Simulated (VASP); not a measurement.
# LiF in VASP: settings compared

The runs below take LiF through single point, with PBE, r2SCAN.

Program: VASP 6.6.1. These are calculated values, not measurements. Logs are shortened: lines on timing, memory, paths and dates and some standing lists are left out, and cuts for length are marked.

**1. The cell of the first run**

It takes space group P6_3mc (No. 186, hexagonal). The conventional cell has a = 3.068 Å, b = 3.068 Å, c = 4.816 Å, α = 90.00°, β = 90.00°, γ = 120.00°. Li (site symmetry 3m) has 4 F at 1.85 to 1.86 Å within 2.5 Å. F (site symmetry 3m) has 4 Li at 1.85 to 1.86 Å within 2.5 Å.

**2. Single point, PBE (epitaxial xy strain -0.4%)**

Input file INCAR:

```
SYSTEM = LiF
ALGO     = Normal         ! electronic algorithm
EDIFF    = 1E-6           ! SCF threshold, eV
ENCUT    = 520            ! plane-wave cutoff, eV
GGA      = PE             ! functional
ISIF     = 2              ! what is computed and relaxed
ISMEAR   = -1             ! smearing method
LASPH    = .True.         ! aspherical terms in the spheres
LCHARG   = .True.         ! write CHGCAR
LELF     = .True.         ! ELF
LREAL    = .False.        ! projectors in reciprocal space
LVHAR    = .True.       
LWAVE    = .False.        ! write WAVECAR
NBANDS   = 18             ! bands
NELM     = 60             ! most SCF steps
PREC     = Accurate       ! precision mode
SIGMA    = 0.02           ! smearing width, eV
```

Input file KPOINTS:

```
k-points
0
Gamma
  12 12 6
  0 0 0
```

Input file POSCAR:

```
LiF
1.0
    3.0681115226      0.0000000000      0.0000000000
   -1.5340557613      2.6570625202      0.0000000000
    0.0000000000      0.0000000000      4.8164199260
Li F
2 2
Direct
    0.3333333333      0.6666666667      0.3809287762
    0.6666666667      0.3333333333      0.8809287762
    0.3333333333      0.6666666667      0.9940692238
    0.6666666667      0.3333333333      0.4940692238
```

Potentials or basis: VASP PAW PBE potentials, release 64 (Li_sv, F).

Run with:

```
$ cat potpaw_PBE.64/Li_sv/POTCAR potpaw_PBE.64/F/POTCAR > POTCAR
$ mpirun -np 1 vasp_std > vasp.out
```

OUTCAR:

```text
SYSTEM = LiF
   EDIFF = 1E-6
   ENCUT = 520
   GGA = PE
   ISIF = 2
   ISMEAR = -1
   LASPH = .True.
   LREAL = .False.
   NELM = 60
   PREC = Accurate

 ion  position               nearest neighbor table
   1  0.333  0.667  0.381-   4 1.85   4 1.85   4 1.85   3 1.86
   2  0.667  0.333  0.881-   3 1.85   3 1.85   3 1.85   4 1.86
   3  0.333  0.667  0.994-   2 1.85   2 1.85   2 1.85   1 1.86
   4  0.667  0.333  0.494-   1 1.85   1 1.85   1 1.85   2 1.86

  LATTYP: Found a hexagonal cell.
 ALAT       =     3.0681115226
 C/A-ratio  =     1.5698320907

  Lattice vectors:

 A1 = (   3.0681115226,   0.0000000000,   0.0000000000)
 A2 = (  -1.5340557613,   2.6570625202,   0.0000000000)
 A3 = (   0.0000000000,   0.0000000000,   4.8164199260)

Analysis of symmetry for initial positions (statically):
=====================================================================
 Subroutine PRICEL returns:
 Original cell was already a primitive cell.

 Routine SETGRP: Setting up the symmetry group for a
 hexagonal supercell.

 Subroutine GETGRP returns: Found 12 space group operations
 (whereof  6 operations were pure point group operations)
 out of a pool of 24 trial point group operations.

The static configuration has the point symmetry C_3v.
 The point group associated with its full space group is C_6v.

Analysis of symmetry for dynamics (positions and initial velocities):
=====================================================================
 Subroutine PRICEL returns:
 Original cell was already a primitive cell.

 Routine SETGRP: Setting up the symmetry group for a
 hexagonal supercell.

 Subroutine GETGRP returns: Found 12 space group operations
 (whereof  6 operations were pure point group operations)
 out of a pool of 24 trial point group operations.

The dynamic configuration has the point symmetry C_3v.
 The point group associated with its full space group is C_6v.

 Subroutine INISYM returns: Found 12 space group operations
 (whereof  6 operations are pure point group operations),
 and found     1 'primitive' translations

----------------------------------------------------------------------------------------

                                     Primitive cell

  volume of cell :      39.2642

  direct lattice vectors                    reciprocal lattice vectors
     3.068111523  0.000000000  0.000000000     0.325933393  0.188177732  0.000000000
[... 89 lines left out ...]
   NELM   =     60;   NELMIN=  2; NELMDL= -5     # of ELM steps
   EDIFF  = 0.1E-05   stopping-criterion for ELM
   LREAL  =      F    real-space projection
   EDIFFG = 0.1E-04   stopping-criterion for IOM
   NSW    =      0    number of steps for IOM
   IBRION =     -1    ionic relax: 0-MD 1-quasi-New 2-CG
   NFREE  =      0    steps in history (QN), initial steepest desc. (CG)
   ISIF   =      2    stress and relaxation
   ISYM   =      2    0-nonsym 1-usesym 2-fastsym
   POTIM  = 0.5000    time-step for ionic-motion
   TEBEG  =    0.0;   TEEND  =   0.0 temperature during run
   PSTRESS=    0.0 pullay stress
   NELECT =      20.0000    total number of electrons
   NUPDOWN=      -1.0000    fix difference up-down
   EMIN   =  10.00;   EMAX   =-10.00  energy-range for DOS
   EFERMI =   0.00;   METHOD = LEGACY
   ISMEAR =    -1;   SIGMA  =   0.02  broadening in eV -4-tet -1-fermi 0-gaus
   EFERMI_NEDOS =   21; number of points for ismear=-14 and -15
   IALGO  =     38    algorithm
   IMIX   =      4    mixing-type and parameters
     AMIX     =   0.40;   BMIX     =  1.00
     AMIX_MAG =   1.60;   BMIX_MAG =  1.00
  volume/ion in A,a.u.               =       9.82        66.24
  Fermi-wavevector in a.u.,A,eV,Ry     =   1.307432  2.470688 23.257502  1.709378
  Thomas-Fermi vector in A             =   2.438167
   LORBIT       =      0    0 simple, 1 ext, 2 COOP (PROOUT), +10 PAW based schemes
   GGA     = PE    functional components
   LHFCALC =     F    Hartree Fock is set to
   AEXX    =    0.0000 exact exchange contribution
   IVDW    =     0    specifies the selected vdW correction
   LEPSILON=     F    determine dielectric tensor
   LRPA    =     F    only Hartree local field effects (RPA)
 non-spin polarized calculation
  energy-cutoff  :      520.00
  volume of cell :       39.26
 maximum number of plane-waves:      1085
 NGX is ok and might be reduce to    24
   NGX = 11   NGY = 11   NGZ = 17

 number of electron      20.0000013 magnetization

 Free energy of the ion-electron system (eV)
  ---------------------------------------------------
  ext. energy  EPLUGINS =         0.00000000
  ---------------------------------------------------
  free energy    TOTEN  =       -19.27634693 eV

  energy without entropy =      -19.27634693  energy(sigma->0) =      -19.27634693

 E-fermi :  -2.0342     XC(G=0):  -8.8834

 val. band max:       -2.4199993188   @ k =   0.0000   0.0000   0.0000
 cond. band min:       5.4558830184   @ k =   0.0000   0.0000   0.0000
 fundamental gap:      7.8758823372
 Fermi energy:        -2.0342197975

 k-point     1 :       0.0000    0.0000    0.0000
  band No.  band energies     occupation
      1     -42.8228      2.00000
      2     -42.7800      2.00000
      3     -21.8756      2.00000
      4     -21.6375      2.00000
      5      -4.6075      2.00000
      6      -2.8871      2.00000
[... 481 lines left out ...]
      5      -4.2604      2.00000
      6      -3.7011      2.00000
[... 10 lines left out ...]
     17      17.1355      0.00000
     18      18.1665      0.00000

 [... further k-points ...]

------------------------ aborting loop because EDIFF is reached ----------------------------------------

  FORCE on cell =-STRESS in cart. coord.  units (eV):
  Direction    XX          YY          ZZ          XY          YZ          ZX
  --------------------------------------------------------------------------------------
  -------------------------------------------------------------------------------------
  Total        0.7603113      0.7603113      0.6949051      0.0000000      0.0000000      0.0000000
  in kB       31.0244968     31.0244968     28.3555981      0.0000000      0.0000000      0.0000000
  external PRESSURE =      30.1348639 kB  Pullay stress =       0.0000000 kB

 VOLUME and BASIS-vectors are now :
 -----------------------------------------------------------------------------
  energy-cutoff  :      520.00
  volume of cell :       39.26
      direct lattice vectors                 reciprocal lattice vectors
     3.068111523  0.000000000  0.000000000     0.325933393  0.188177732  0.000000000
    -1.534055761  2.657062520  0.000000000     0.000000000  0.376355465  0.000000000
     0.000000000  0.000000000  4.816419926     0.000000000  0.000000000  0.207623093

 POSITION                                       TOTAL-FORCE (eV/Angst)
 -----------------------------------------------------------------------------------
     -0.00000      1.77138      1.83471         0.000000      0.000000      0.006414
      1.53406      0.88569      4.24292        -0.000000     -0.000000      0.006414
     -0.00000      1.77138      4.78785        -0.000000      0.000000     -0.006414
      1.53406      0.88569      2.37964         0.000000     -0.000000     -0.006414
 -----------------------------------------------------------------------------------
    total drift:                                0.000001      0.000001     -0.007038

  FREE ENERGIE OF THE ION-ELECTRON SYSTEM (eV)
  ---------------------------------------------------
  free  energy   TOTEN  =       -19.2763469307 eV

  energy  without entropy=      -19.2763469307  energy(sigma->0) =      -19.27634693
```

OSZICAR:

```text
N       E                     dE             d eps       ncg     rms          rms(c)
DAV:   1     0.119985203193E+03    0.11999E+03   -0.10927E+04  2744   0.121E+03
DAV:   2    -0.103152642895E+02   -0.13030E+03   -0.12699E+03  3124   0.299E+02
DAV:   3    -0.206072638724E+02   -0.10292E+02   -0.10234E+02  5104   0.622E+01
DAV:   4    -0.206957000299E+02   -0.88436E-01   -0.88248E-01  3492   0.727E+00
DAV:   5    -0.206967156587E+02   -0.10156E-02   -0.10153E-02  3642   0.664E-01    0.737E+00
DAV:   6    -0.192100224598E+02    0.14867E+01   -0.40016E+00  2880   0.152E+01    0.225E+00
DAV:   7    -0.192380160034E+02   -0.27994E-01   -0.12429E-01  3092   0.246E+00    0.149E+00
DAV:   8    -0.192766586749E+02   -0.38643E-01   -0.60434E-02  3132   0.236E+00    0.377E-01
DAV:   9    -0.192753586300E+02    0.13000E-02   -0.62952E-03  3726   0.680E-01    0.974E-02
DAV:  10    -0.192763567154E+02   -0.99809E-03   -0.14340E-03  2992   0.257E-01    0.489E-02
DAV:  11    -0.192763436734E+02    0.13042E-04   -0.54946E-05  3776   0.673E-02    0.104E-02
DAV:  12    -0.192763466804E+02   -0.30070E-05   -0.78668E-06  3012   0.227E-02    0.248E-03
DAV:  13    -0.192763469307E+02   -0.25027E-06   -0.18973E-07  2854   0.360E-03
   1 F= -.19276347E+02 E0= -.19276347E+02  d E =-.153810E-10
```

Run time: 19 s. Hardware: 1 thread of Intel Xeon 6975P-C (Granite Rapids), shared host; peak memory 0.16 GiB.

What came out:

```
Free energy            : -19.2763 eV
Largest force          : 0.006 eV/Å
Band gap on the k mesh : 7.88 eV
```

Forces in eV/Å, atoms in the order of the input:
```
Li   0.000  0.000  0.006
Li   0.000  0.000  0.006
F    0.000  0.000 -0.006
F    0.000  0.000 -0.006
```

Levels at points of the mesh, in eV from the valence-band top:
```csv
k point,band 8,band 9,band 10,band 11,band 12,band 13
"(0.00, 0.00, 0.00)",-0.15,-0.15,0.00,7.88,12.15,15.39
"(0.50, 0.00, 0.00)",-1.01,-0.55,-0.38,11.32,12.29,14.98
"(0.00, 0.00, 0.50)",-0.31,-0.31,-0.31,9.57,9.57,17.75
"(0.50, 0.00, 0.50)",-0.70,-0.57,-0.57,11.27,11.27,15.03
```

Caveat: the cell differs from its parent crystal (epitaxial xy strain -0.4%); the cutoff is under 1.25 times the usual one of these potentials, so pressure, stress and relaxed cells hold a basis-set (Pulay) error.

**3. Single point, r2SCAN (epitaxial xy strain -0.4%)**

POSCAR is that of step 2.

Input file INCAR.step1:

```
SYSTEM = LiF
PREC = Accurate
ENCUT = 520
ISMEAR = 0
SIGMA = 0.01
LREAL = .FALSE.
LASPH = .TRUE.
NELM = 60
NBANDS = 18
GGA = PE
ALGO = Normal
EDIFF = 1E-4
LWAVE = .TRUE.
LCHARG = .FALSE.
```

Input file INCAR.step2:

```
SYSTEM = LiF
PREC = Accurate
ENCUT = 520
EDIFF = 1E-7
ISMEAR = 0
SIGMA = 0.01
LREAL = .FALSE.
LASPH = .TRUE.
NELM = 60
ALGO = Normal
ISIF = 2
LWAVE = .FALSE.
LCHARG = .FALSE.
METAGGA = R2SCAN
LMIXTAU = .TRUE.
NBANDS = 18
ISTART = 1
```

Input file KPOINTS:

```
regular mesh
0
G
  12 12 6
  0 0 0
```

Potentials or basis: VASP PAW PBE potentials, release 64 (Li_sv, F).

Run with:

```
$ cat potpaw_PBE.64/Li_sv/POTCAR potpaw_PBE.64/F/POTCAR > POTCAR
$ cp INCAR.step1 INCAR
$ mpirun -np 1 vasp_std > vasp.out
$ cp INCAR.step2 INCAR
$ mpirun -np 1 vasp_std > vasp.out
```

It took 85 s on 1 thread of Intel Xeon 6975P-C (Granite Rapids), shared host; peak memory 0.17 GiB.

It converged, with:

- Free energy: -23.6579 eV
- Largest force: 0.024 eV/Å
- Band gap on the k mesh: 8.72 eV

Forces in eV/Å, atoms in the order of the input:
```
Li   0.000  0.000  0.024
Li   0.000  0.000  0.024
F    0.000  0.000 -0.024
F    0.000  0.000 -0.024
```

Levels at points of the mesh, in eV from the valence-band top:
| k point | band 8 | band 9 | band 10 | band 11 | band 12 | band 13 |
| --- | --- | --- | --- | --- | --- | --- |
| (0.00, 0.00, 0.00) | -0.15 | -0.15 | 0.00 | 8.72 | 13.08 | 16.52 |
| (0.50, 0.00, 0.00) | -1.00 | -0.53 | -0.38 | 12.11 | 13.18 | 16.01 |
| (0.00, 0.00, 0.50) | -0.31 | -0.31 | -0.31 | 10.43 | 10.43 | 19.01 |
| (0.50, 0.00, 0.50) | -0.70 | -0.57 | -0.57 | 12.10 | 12.10 | 16.09 |

Caveat: the cell differs from its parent crystal (epitaxial xy strain -0.4%); the cutoff is under 1.25 times the usual one of these potentials, so pressure, stress and relaxed cells hold a basis-set (Pulay) error; the PAW data sets were made with another functional, which shifts forces and pressure a little. A k mesh can miss the band edges.

**4. Single point, PBE (shear xy strain -2.6%)**

Input file INCAR:

```
ALGO = Normal ; EDIFF = 1E-7
ENCUT = 520 ; GGA = PE
ISIF = 2 ; ISMEAR = -1
LASPH = True ; LCHARG = True
LELF = True ; LREAL = False
LVHAR = True ; LWAVE = False
NBANDS = 18 ; NELM = 80
PREC = Accurate ; SIGMA = 0.02
```

Input file KPOINTS:

```
k-points
0
Gamma
  12 12 6
```

Input file POSCAR:

```
LiF
1.0
    3.0810519408     -0.0394374648      0.0000000000
   -1.5746798168      2.6879879835      0.0000000000
    0.0000000000      0.0000000000      4.7852338528
Li F
2 2
Direct
    0.3358593490      0.6666753091      0.3824487699
    0.6641406510      0.3333246909      0.8824487699
    0.3376167602      0.6668955482      0.9925492301
    0.6623832398      0.3331044518      0.4925492301
```

Run with:

```
$ cat potpaw_PBE.64/Li_sv/POTCAR potpaw_PBE.64/F/POTCAR > POTCAR
$ mpirun -np 1 vasp_std > vasp.out
```

It took 63 s on 1 thread of Intel Xeon 6975P-C (Granite Rapids), shared host; peak memory 0.27 GiB.

The run converged. Its results:

| Item | Value |
| --- | --- |
| Free energy | -19.2766 eV |
| Largest force | 0.004 eV/Å |
| Band gap on the k mesh | 7.84 eV |

Forces in eV/Å, atoms in the order of the input:
```
Li   0.001  0.000  0.003
Li  -0.001  0.000  0.003
F    0.002  0.000 -0.003
F   -0.002  0.000 -0.003
```

Levels at points of the mesh, in eV from the valence-band top:
| k point | band 7 | band 8 | band 9 | band 10 | band 11 | band 12 | band 13 | band 14 |
| --- | --- | --- | --- | --- | --- | --- | --- | --- |
| (0.00, 0.00, 0.00) | -0.46 | -0.21 | -0.15 | 0.00 | 7.84 | 12.17 | 15.40 | 18.37 |
| (0.50, 0.00, 0.00) | -1.13 | -1.07 | -0.54 | -0.46 | 11.30 | 12.30 | 14.97 | 15.17 |
| (0.00, 0.50, 0.00) | -1.07 | -1.05 | -0.56 | -0.41 | 11.26 | 12.30 | 14.93 | 15.12 |
| (0.50, 0.50, 0.00) | -1.08 | -0.97 | -0.57 | -0.35 | 11.22 | 12.31 | 14.89 | 15.07 |
| (0.00, 0.00, 0.50) | -0.39 | -0.39 | -0.31 | -0.31 | 9.56 | 9.56 | 17.76 | 17.76 |
| (0.50, 0.00, 0.50) | -0.81 | -0.81 | -0.57 | -0.57 | 11.26 | 11.26 | 15.04 | 15.04 |
| (0.00, 0.50, 0.50) | -0.74 | -0.74 | -0.57 | -0.57 | 11.23 | 11.23 | 14.99 | 14.99 |
| (0.50, 0.50, 0.50) | -0.67 | -0.67 | -0.57 | -0.57 | 11.20 | 11.20 | 14.93 | 14.93 |

Caveat: the cell differs from its parent crystal (shear xy strain -2.6%); the cutoff is under 1.25 times the usual one of these potentials, so pressure, stress and relaxed cells hold a basis-set (Pulay) error. A k mesh can miss the band edges.

**5. Single point, r2SCAN (shear xy strain -2.6%)**

POSCAR is that of step 4.

Input file INCAR.step1:

```
PREC = Accurate
ENCUT = 520
ISMEAR = 0
SIGMA = 0.01
LREAL = F
LASPH = T
NELM = 60
NBANDS = 18
GGA = PE
ALGO = Normal
EDIFF = 1E-4
LWAVE = T
LCHARG = F
```

Input file INCAR.step2:

```
PREC = Accurate
ENCUT = 520
EDIFF = 1E-6
ISMEAR = 0
SIGMA = 0.01
LREAL = F
LASPH = T
NELM = 60
ALGO = Normal
ISIF = 2
LWAVE = F
LCHARG = F
METAGGA = R2SCAN
LMIXTAU = T
NBANDS = 18
ISTART = 1
```

Input file KPOINTS:

```
Automatic mesh
0
Gamma
  12 12 6
```

Run with:

```
$ cat potpaw_PBE.64/Li_sv/POTCAR potpaw_PBE.64/F/POTCAR > POTCAR
$ cp INCAR.step1 INCAR
$ mpirun -np 1 vasp_std > vasp.out
$ cp INCAR.step2 INCAR
$ mpirun -np 1 vasp_std > vasp.out
```

Wall time 4.2 min (1 thread of Intel Xeon 6975P-C (Granite Rapids), shared host); peak memory 0.28 GiB.

It converged, with:

* Free energy: -23.6577 eV
* Largest force: 0.021 eV/Å
* Band gap on the k mesh: 8.68 eV

Forces in eV/Å, atoms in the order of the input:
```
Li   0.017  0.009  0.009
Li  -0.017 -0.009  0.009
F   -0.001  0.000 -0.009
F    0.001  0.000 -0.009
```

Levels at points of the mesh, in eV from the valence-band top:
| k point | band 6 | band 7 | band 8 | band 9 | band 10 | band 11 | band 12 | band 13 | band 14 | band 15 |
| --- | --- | --- | --- | --- | --- | --- | --- | --- | --- | --- |
| (0.00, 0.00, 0.00) | -0.57 | -0.46 | -0.22 | -0.15 | 0.00 | 8.68 | 13.10 | 16.53 | 19.73 | 20.15 |
| (0.50, 0.00, 0.00) | -1.24 | -1.12 | -1.05 | -0.53 | -0.46 | 12.08 | 13.20 | 16.00 | 16.26 | 18.66 |
| (0.00, 0.50, 0.00) | -1.25 | -1.05 | -1.05 | -0.55 | -0.41 | 12.04 | 13.20 | 15.96 | 16.20 | 18.53 |
| (0.50, 0.50, 0.00) | -1.26 | -1.06 | -0.97 | -0.56 | -0.35 | 12.01 | 13.21 | 15.93 | 16.15 | 18.45 |
| (0.00, 0.00, 0.50) | -1.15 | -0.39 | -0.39 | -0.31 | -0.31 | 10.41 | 10.41 | 19.02 | 19.02 | 20.09 |
| (0.50, 0.00, 0.50) | -1.78 | -0.80 | -0.80 | -0.57 | -0.57 | 12.10 | 12.10 | 16.10 | 16.10 | 20.30 |
| (0.00, 0.50, 0.50) | -1.79 | -0.74 | -0.74 | -0.57 | -0.57 | 12.06 | 12.06 | 16.04 | 16.04 | 20.50 |
| (0.50, 0.50, 0.50) | -1.80 | -0.67 | -0.67 | -0.57 | -0.57 | 12.03 | 12.03 | 15.99 | 15.99 | 20.75 |

Caveat: the cell differs from its parent crystal (shear xy strain -2.6%); the cutoff is under 1.25 times the usual one of these potentials, so pressure, stress and relaxed cells hold a basis-set (Pulay) error; the PAW data sets were made with another functional, which shifts forces and pressure a little. A k mesh can miss the band edges.

**6. Summary**

| level | cell | smearing | gap on the mesh (eV) | largest force (eV/Å) |
| --- | --- | --- | --- | --- |
| PBE | a = 3.068, b = 3.068, c = 4.816 Å, angles 90.0, 90.0, 120.0°, 4 atoms, epitaxial xy strain -0.4% | fermi-dirac 0.02 eV | 7.88 | 0.01 |
| r2SCAN | a = 3.068, b = 3.068, c = 4.816 Å, angles 90.0, 90.0, 120.0°, 4 atoms, epitaxial xy strain -0.4% | gaussian 0.01 eV | 8.72 | 0.02 |
| PBE | a = 3.081, b = 3.115, c = 4.785 Å, angles 90.0, 90.0, 121.1°, 4 atoms, shear xy strain -2.6% | fermi-dirac 0.02 eV | 7.84 | - |
| r2SCAN | a = 3.081, b = 3.115, c = 4.785 Å, angles 90.0, 90.0, 121.1°, 4 atoms, shear xy strain -2.6% | gaussian 0.01 eV | 8.68 | 0.02 |

Alike in all rows: task single point; potentials or basis VASP PAW PBE potentials, release 64 (Li_sv, F); no spin polarisation; k mesh 12 × 12 × 6; cutoff (eV) 520.

Caveats: the cutoff is under 1.25 times the usual one of these potentials, so pressure, stress and relaxed cells hold a basis-set (Pulay) error; the PAW data sets were made with another functional, which shifts forces and pressure a little (at least some runs).

Total energies depend on the potentials used, so only differences within one code and one set of settings carry meaning.
